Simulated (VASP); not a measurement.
Here is a VASP 6.6.1 calculation.

Contents of POSCAR:

```
BaS
1.0
    0.0000000000      3.2117958745      3.2117958745
    3.3569690480      0.0000000000      3.2117958745
    3.3569690480      3.2117958745      0.0000000000
Ba S
1 1
Direct
    0.0000000000      0.0000000000      0.0000000000
    0.5000000000      0.5000000000      0.5000000000
```

INCAR.step1

```
SYSTEM = BaS
ALGO = Normal
EDIFF = 1E-4
ENCUT = 520
GGA = PE
ISMEAR = 0
LASPH = .True.
LCHARG = .False.
LREAL = .False.
LWAVE = .True.
NBANDS = 15
NELM = 100
PREC = Accurate
SIGMA = 0.01
```

Contents of INCAR.step2:

```
SYSTEM = BaS
ALGO = Normal
EDIFF = 1E-6
ENCUT = 520
ISIF = 2
ISMEAR = 0
ISTART = 1
LASPH = .True.
LCHARG = .True.
LELF = .True.
LMIXTAU = .True.
LREAL = .False.
LVHAR = .True.
LWAVE = .False.
METAGGA = R2SCAN
NBANDS = 15
NELM = 100
PREC = Accurate
SIGMA = 0.01
```

The input KPOINTS:

```
k-points
0
Gamma
  8 8 8
  0 0 0
```

Potentials or basis: VASP PAW PBE potentials, release 64 (Ba_sv, S).

The run is started by

```sh
$ cat potpaw_PBE.64/Ba_sv/POTCAR potpaw_PBE.64/S/POTCAR > POTCAR
$ cp INCAR.step1 INCAR
$ mpirun -np 1 vasp_std > vasp.out
$ cp INCAR.step2 INCAR
$ mpirun -np 1 vasp_std > vasp.out
```

Problem. Predict the band gap on the k mesh.

Solution. 2.51 eV, indirect (least direct gap 2.67 eV).

Problem. What does it give for the pressure?

Solution. -1.1 GPa.

Stress tensor (GPa, compression positive):
```
-3.00  0.00  0.00
 0.00 -0.14  0.00
 0.00  0.00 -0.14
```

Caveat: the cell differs from its parent crystal (uniaxial x strain +4.5%); the PAW data sets were made with another functional, which shifts forces and pressure a little; spin-orbit coupling is left out, which moves the levels of the heavy elements. A k mesh can miss the band edges.
